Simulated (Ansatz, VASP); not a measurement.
**Two plane-wave programs on Si3Te**

```xyz
4
Lattice="3.0860 0.0000 0.0000 0.0000 3.0860 0.0000 0.0000 0.0000 8.0053" Properties=species:S:1:pos:R:3 pbc="T T T"
Si    0.0000    0.0000    4.0027
Si    1.5430    1.5430    2.5389
Si    1.5430    1.5430    5.4664
Te    0.0000    0.0000    0.0000
```

Change from the starting cell: species swapped into the Al3Cu type (P4/mmm, No. 123).

Alike in both runs: functional PBE; k mesh 6 × 6 × 2; occupations gaussian, width 0.1 eV; no spin polarisation.

Ansatz relaxed the structure, and its values are those at the end. VASP's run is a single point on that final structure, the one shown.

|  | VASP | Ansatz |
| --- | --- | --- |
| version | VASP 6.6.1 | Ansatz 0.2.0 |
| potentials or method | VASP PAW PBE potentials, release 64 (Si, Te), cutoff 500 eV | scalar-relativistic, plane waves, PAW |
| valence electrons in the cell | 18 | 28 |

|  | VASP | Ansatz | Ansatz less VASP |
| --- | --- | --- | --- |
| gap on the k mesh at the Fermi level (eV) | none | none | - |
| pressure (GPa) | -0.1 | 0.0 | +0.06 |

A gap of «none» marks a metal or a gap that the smearing closes. VASP's potentials hold 18 valence electrons a cell and Ansatz's 28, so a difference there can come from the potentials and not from the codes.

The k mesh is coarse, so the values compare programs but aren't converged. Neither program's run includes spin-orbit coupling.
